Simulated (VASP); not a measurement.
# LiC18 in VASP: notebook

LiC18 is run at these levels: PBE; tasks: single point.

Program: VASP 6.6.1. These are calculated values, not measurements. Logs are shortened: lines on timing, memory, paths and dates and some standing lists are left out, and cuts for length are marked.

### 1 The cell of the first run

The cell holds a slab with vacuum, 19 atoms: a = 7.398 Å, b = 7.398 Å, c = 13.000 Å, α = 90.00°, β = 90.00°, γ = 120.00°.

### 2 Single point, PBE, collinear spin, zero start

File INCAR:

```
SYSTEM = LiC18
PREC = Accurate
ENCUT = 520
EDIFF = 1E-6
ISMEAR = 0
SIGMA = 0.05
LREAL = Auto
LASPH = .TRUE.
NELM = 150
ALGO = Normal
ISIF = 2
LWAVE = .FALSE.
LCHARG = .FALSE.
ISPIN = 2
MAGMOM = 0 0 0 0 0 0 0 0 0 0 0 0 0 0 0 0 0 0 0
LORBIT = 11
GGA = PE
NBANDS = 56
```

File KPOINTS:

```
Automatic mesh
0
G
  2 2 1
  0 0 0
```

File POSCAR:

```
LiC18
1.0
    7.3980000000      0.0000000000      0.0000000000
   -3.6990000000      6.4068560000      0.0000000000
    0.0000000000      0.0000000000     13.0000000000
C Li
18 1
Direct
   -0.0057437001     -0.0030245724      0.0740137692
    0.2163668710      0.1079946233      0.0764988462
   -0.0065276291      0.3308966207      0.0765018462
    0.2152702253      0.4408978444      0.0778870000
   -0.0067482214      0.6625508674      0.0788490769
    0.2150596820      0.7739279609      0.0786963077
    0.3262600760     -0.0038772527      0.0783532308
    0.5480203617      0.1077787608      0.0788523077
    0.3263716137      0.3297940519      0.0778806154
    0.5481314563      0.4401399064      0.0796920769
    0.3256139635      0.6626566915      0.0796948462
    0.5477374278      0.7736897786      0.0802215385
    0.6591907236     -0.0032841381      0.0780655385
    0.8824503249      0.1087844022      0.0739959231
    0.6594027980      0.3295866178      0.0786899231
    0.8815957255      0.4407899912      0.0783474615
    0.6591650367      0.6622608655      0.0802160000
    0.8821915218      0.7737188100      0.0780645385
    0.8246488131      0.9391075748      0.2108644615
```

Potentials or basis: VASP PAW PBE potentials, release 64 (C, Li_sv).

Started as:

```sh
$ cat potpaw_PBE.64/C/POTCAR potpaw_PBE.64/Li_sv/POTCAR > POTCAR
$ mpirun -np 1 vasp_std > vasp.out
```

OUTCAR:

```text
SYSTEM = LiC18
   PREC = Accurate
   ENCUT = 520
   EDIFF = 1E-6
   ISMEAR = 0
   LREAL = Auto
   LASPH = .TRUE.
   NELM = 150
   ISIF = 2
   ISPIN = 2
   LORBIT = 11
   GGA = PE

 ion  position               nearest neighbor table
   1  0.994  0.997  0.074-   2 1.42  18 1.43  14 1.43  19 2.09
   2  0.216  0.108  0.076-   7 1.42   9 1.42   1 1.42
   3  0.993  0.331  0.077-  16 1.42   4 1.42  14 1.42
   4  0.215  0.441  0.078-  11 1.42   3 1.42   9 1.42
   5  0.993  0.663  0.079-  16 1.42   6 1.42  18 1.42
   6  0.215  0.774  0.079-   5 1.42  11 1.42   7 1.42
   7  0.326  0.996  0.078-   8 1.42   2 1.42   6 1.42
   8  0.548  0.108  0.079-   7 1.42  15 1.42  13 1.42
   9  0.326  0.330  0.078-  10 1.42   2 1.42   4 1.42
  10  0.548  0.440  0.080-   9 1.42  15 1.42  17 1.42
  11  0.326  0.663  0.080-   4 1.42   6 1.42  12 1.42
  12  0.548  0.774  0.080-  11 1.42  17 1.43  13 1.43
  13  0.659  0.997  0.078-   8 1.42  12 1.43  14 1.43  19 2.28
  14  0.882  0.109  0.074-   3 1.42  13 1.43   1 1.43  19 2.09
  15  0.659  0.330  0.079-   8 1.42  10 1.42  16 1.42
  16  0.882  0.441  0.078-   5 1.42   3 1.42  15 1.42
  17  0.659  0.662  0.080-  10 1.42  12 1.43  18 1.43
  18  0.882  0.774  0.078-   5 1.42  17 1.43   1 1.43  19 2.28
  19  0.825  0.939  0.211-   1 2.09  14 2.09  18 2.28  13 2.28

  LATTYP: Found a hexagonal cell.
 ALAT       =     7.3980000000
 C/A-ratio  =     1.7572316842

  Lattice vectors:

 A1 = (   7.3980000000,   0.0000000000,   0.0000000000)
 A2 = (  -3.6990000000,   6.4068560000,   0.0000000000)
 A3 = (   0.0000000000,   0.0000000000,  13.0000000000)

Analysis of symmetry for initial positions (statically):
=====================================================================
 Subroutine PRICEL returns:
 Original cell was already a primitive cell.

 Routine SETGRP: Setting up the symmetry group for a
 hexagonal supercell.

 Subroutine GETGRP returns: Found  1 space group operations
 (whereof  1 operations were pure point group operations)
 out of a pool of 24 trial point group operations.

The static configuration has the point symmetry C_1 .

Analysis of symmetry for dynamics (positions and initial velocities):
=====================================================================
 Subroutine PRICEL returns:
 Original cell was already a primitive cell.

 Routine SETGRP: Setting up the symmetry group for a
 hexagonal supercell.

 Subroutine GETGRP returns: Found  1 space group operations
 (whereof  1 operations were pure point group operations)
 out of a pool of 24 trial point group operations.
[... 173 lines left out ...]
  ext. energy  EPLUGINS =         0.00000000
  ---------------------------------------------------
  free energy    TOTEN  =      -167.62923904 eV

  energy without entropy =     -167.62923904  energy(sigma->0) =     -167.62923904

 E-fermi :  -0.6682     XC(G=0):  -3.4291

 val. band max:       -1.0085300610   @ k =   0.0000   0.0000   0.0000
 cond. band min:       0.4081178796   @ k =   0.0000   0.0000   0.0000
 fundamental gap:      1.4166479405
 Fermi energy:        -0.6682256120

 spin component 1

 k-point     1 :       0.0000    0.0000    0.0000
  band No.  band energies     occupation
      1     -49.5121      1.00000
      2     -20.4812      1.00000
      3     -18.0550      1.00000
      4     -17.9385      1.00000
      5     -17.9372      1.00000
      6     -17.7875      1.00000
[... 197 lines left out ...]
     48       3.5964      0.00000
     49       3.7587      0.00000
 Fermi energy:        -0.6682256120

 spin component 2

 k-point     1 :       0.0000    0.0000    0.0000
  band No.  band energies     occupation
      1     -49.5121      1.00000
      2     -20.4812      1.00000
      3     -18.0550      1.00000
      4     -17.9385      1.00000
      5     -17.9372      1.00000
      6     -17.7875      1.00000
[... 197 lines left out ...]
     48       3.5966      0.00000
     49       3.7585      0.00000
 [bands above 49 left out]

------------------------ aborting loop because EDIFF is reached ----------------------------------------

  FORCE on cell =-STRESS in cart. coord.  units (eV):
  Direction    XX          YY          ZZ          XY          YZ          ZX
  --------------------------------------------------------------------------------------
  -------------------------------------------------------------------------------------
  Total        5.6085488      5.5821073     -0.3358159     -0.0276196     -0.6409804     -0.3762118
  in kB       14.5833883     14.5146352     -0.8731908     -0.0718168     -1.6666817     -0.9782286
  external PRESSURE =       9.4082776 kB  Pullay stress =       0.0000000 kB

 VOLUME and BASIS-vectors are now :
 -----------------------------------------------------------------------------
  energy-cutoff  :      520.00
  volume of cell :      616.17
      direct lattice vectors                 reciprocal lattice vectors
     7.398000000  0.000000000  0.000000000     0.135171668  0.078041398  0.000000000
    -3.699000000  6.406856000  0.000000000     0.000000000  0.156082796  0.000000000
     0.000000000  0.000000000 13.000000000     0.000000000  0.000000000  0.076923077

 POSITION                                       TOTAL-FORCE (eV/Angst)
 -----------------------------------------------------------------------------------
      3.66770      6.38748      0.96218         0.016090      0.023958      0.016478
      1.20121      0.69191      0.99449         0.014210      0.022120      0.004704
      6.12572      2.12001      0.99452         0.004828      0.023678      0.003465
     -0.03831      2.82477      1.01253         0.005316      0.016174      0.000041
      4.89730      4.24487      1.02504         0.011765      0.011039     -0.001094
     -1.27175      4.95844      1.02305         0.010309      0.021627     -0.000104
[... 11 lines left out ...]
      3.66447      4.95711      1.01484         0.013609      0.018922      0.005442
      2.62699      6.01673      2.74124        -0.211883     -0.368211     -0.066524
 -----------------------------------------------------------------------------------
    total drift:                               -0.021448      0.002100     -0.028691

  FREE ENERGIE OF THE ION-ELECTRON SYSTEM (eV)
  ---------------------------------------------------
  free  energy   TOTEN  =      -167.6292390443 eV

  energy  without entropy=     -167.6292390443  energy(sigma->0) =     -167.62923904

 total charge

# of ion       s       p       d       tot
------------------------------------------
    1        0.858   1.804   0.000   2.662
    2        0.861   1.799   0.000   2.659
    3        0.861   1.799   0.000   2.659
    4        0.861   1.796   0.000   2.657
    5        0.861   1.799   0.000   2.659
    6        0.861   1.795   0.000   2.656
[... 11 lines left out ...]
   18        0.858   1.797   0.000   2.655
   19        2.007   0.051   0.000   2.059
--------------------------------------------------
tot         17.488  32.409   0.000  49.897

 magnetization (x)

# of ion       s       p       d       tot
------------------------------------------
    1       -0.000   0.000   0.000   0.000
    2        0.000   0.000   0.000   0.000
    3       -0.000  -0.000   0.000  -0.000
    4       -0.000   0.000   0.000   0.000
    5       -0.000  -0.000   0.000  -0.000
    6        0.000   0.000   0.000   0.000
[... 11 lines left out ...]
   18        0.000   0.000   0.000   0.000
   19       -0.000  -0.000   0.000  -0.000
--------------------------------------------------
tot         -0.000  -0.000   0.000  -0.000
```

OSZICAR:

```text
N       E                     dE             d eps       ncg     rms          rms(c)
DAV:   1     0.635300316747E+03    0.63530E+03   -0.29220E+04   896   0.106E+03
[... 17 lines left out ...]
DAV:  19    -0.167629113509E+03   -0.18671E-03   -0.20933E-05   920   0.104E-02    0.361E-03
DAV:  20    -0.167629176733E+03   -0.63224E-04   -0.83090E-06   896   0.548E-03    0.254E-03
DAV:  21    -0.167629206909E+03   -0.30176E-04   -0.19081E-06   928   0.385E-03    0.108E-03
DAV:  22    -0.167629226984E+03   -0.20075E-04   -0.10383E-06   784   0.288E-03    0.114E-03
DAV:  23    -0.167629235033E+03   -0.80491E-05   -0.35028E-07   752   0.154E-03    0.836E-04
DAV:  24    -0.167629238406E+03   -0.33728E-05   -0.19753E-07   672   0.120E-03    0.285E-04
DAV:  25    -0.167629239044E+03   -0.63833E-06   -0.38134E-08   792   0.659E-04
   1 F= -.16762924E+03 E0= -.16762924E+03  d E =-.625713E-22  mag=    -0.0000
```

stdout:

```text
POSCAR found type information on POSCAR C Li
 POSCAR found :  2 types and      19 ions
 scaLAPACK will be used
 LDA part: xc-table for (Slater+PW92), standard interpolation
 POSCAR, INCAR and KPOINTS ok, starting setup
 FFT: planning ... GRIDC
 FFT: planning ... GRID_SOFT
 FFT: planning ... GRID
 WAVECAR not read
 entering main loop
```

It took 20 min on 1 thread of Oxide Virtual Turin-like, shared host; peak memory 0.87 GiB.

What came out:

- Free energy: -167.6292 eV
- Largest force: 0.430 eV/Å
- Net moment: 0.00 μB per cell
- Valence electrons inside the program's atomic spheres: C 2.66, 2.65 (each value once); Li 2.06

Forces on the atoms (eV/Å):
```
C    0.016  0.024  0.016
C    0.014  0.022  0.005
C    0.005  0.024  0.003
C    0.005  0.016  0.000
C    0.012  0.011 -0.001
C    0.010  0.022  0.000
C    0.009  0.020 -0.002
C    0.010  0.025 -0.001
C    0.012  0.015  0.004
C    0.012  0.012  0.005
C    0.012  0.018  0.004
C    0.011  0.020  0.014
C    0.010  0.029 -0.003
C    0.013  0.025  0.019
C    0.019  0.026 -0.001
C    0.015  0.020 -0.005
C    0.012  0.020  0.005
C    0.014  0.019  0.005
Li  -0.212 -0.368 -0.067
```

Caveat: the k points lie up to 0.49 Å⁻¹ apart; the cutoff is under 1.25 times the usual one of these potentials, so pressure, stress and relaxed cells hold a basis-set (Pulay) error.

### 3 Single point, PBE, collinear spin, zero start

INCAR, as its differences from that of step 2:

```diff
@@ -7,3 +7,3 @@
 LREAL = Auto
-LASPH = .TRUE.
+LASPH = .True.
 NELM = 150
@@ -11,4 +11,4 @@
 ISIF = 2
-LWAVE = .FALSE.
-LCHARG = .FALSE.
+LWAVE = .False.
+LCHARG = .False.
 ISPIN = 2
```

File KPOINTS:

```
Automatic mesh
0
Gamma
  2 2 1
  0 0 0
```

File POSCAR:

```
LiC18
1.0
    7.3980000000      0.0000000000      0.0000000000
   -3.6990000000      6.4068560000      0.0000000000
    0.0000000000      0.0000000000     13.0000000000
C Li
18 1
Direct
   -0.0060487258     -0.0034051023      0.0723414615
    0.2162655978      0.1079286002      0.0762770769
   -0.0065888575      0.3307957913      0.0762642308
    0.2154189539      0.4410336365      0.0777767692
   -0.0068327537      0.6627105401      0.0789610000
    0.2150710219      0.7739590214      0.0786133846
    0.3263611224     -0.0039044111      0.0785234615
    0.5481786371      0.1076938517      0.0789518462
    0.3265109558      0.3299370237      0.0777648462
    0.5483131746      0.4404089931      0.0793354615
    0.3258883765      0.6628364989      0.0793359231
    0.5478291453      0.7735869200      0.0795680000
    0.6591342965     -0.0036724721      0.0778108462
    0.8820724075      0.1084800408      0.0722603077
    0.6594365215      0.3295956706      0.0785967692
    0.8815672990      0.4408912890      0.0785113846
    0.6590651039      0.6623470233      0.0795553077
    0.8818067813      0.7736616837      0.0778236154
    0.8805632838      0.9950606038      0.2171133846
```

Potentials or basis: VASP PAW PBE potentials, release 64 (C, Li_sv).

Started as:

```sh
$ cat potpaw_PBE.64/C/POTCAR potpaw_PBE.64/Li_sv/POTCAR > POTCAR
$ mpirun -np 1 vasp_std > vasp.out
```

Wall time 19 min (1 thread of Oxide Virtual Turin-like, shared host); peak memory 0.87 GiB.

Results (log left out):

```
Free energy                                           : -167.4494 eV
Largest force                                         : 0.351 eV/Å
Net moment                                            : 0.00 μB per cell
Valence electrons inside the program's atomic spheres : C 2.67, 2.66, 2.65 (each value once); Li 2.05
```

Forces in eV/Å, atoms in the order of the input:
```
C    0.016  0.026 -0.024
C    0.015  0.017 -0.003
C    0.002  0.024 -0.006
C    0.001  0.013 -0.009
C    0.007  0.008  0.001
C    0.009  0.016  0.000
C    0.008  0.015 -0.002
C    0.011  0.016  0.002
C    0.010  0.012 -0.003
C    0.011  0.010  0.000
C    0.006  0.011  0.006
C    0.010  0.015  0.018
C    0.007  0.027  0.005
C    0.011  0.026 -0.003
C    0.014  0.021 -0.003
C    0.013  0.015 -0.006
C    0.011  0.016  0.007
C    0.013  0.017  0.014
Li  -0.175 -0.304  0.004
```

Levels at points of the mesh, in eV from the Fermi level:
Spin up:
```
           k point  band 34  band 35  band 36  band 37  band 38  band 39  band 40  band 41
(0.00, 0.00, 0.00)    -3.30    -3.29    -0.53    -0.50    -0.38    -0.37     0.81     2.91
(0.50, 0.00, 0.00)    -3.20    -3.03    -3.01    -2.71     1.10     1.14     1.88     2.05
(0.00, 0.50, 0.00)    -3.20    -3.03    -3.01    -2.71     1.10     1.14     1.88     2.05
(0.50, 0.50, 0.00)    -3.18    -3.07    -2.99    -2.72     1.03     1.31     1.87     1.92
```
Spin down:
```csv
k point,band 34,band 35,band 36,band 37,band 38,band 39,band 40,band 41
"(0.00, 0.00, 0.00)",-3.30,-3.29,-0.53,-0.50,-0.38,-0.37,0.81,2.91
"(0.50, 0.00, 0.00)",-3.20,-3.03,-3.01,-2.71,1.10,1.14,1.88,2.05
"(0.00, 0.50, 0.00)",-3.20,-3.03,-3.01,-2.71,1.10,1.14,1.88,2.05
"(0.50, 0.50, 0.00)",-3.18,-3.07,-2.99,-2.72,1.03,1.31,1.87,1.92
```

Caveat: the k points lie up to 0.49 Å⁻¹ apart; the cutoff is under 1.25 times the usual one of these potentials, so pressure, stress and relaxed cells hold a basis-set (Pulay) error.
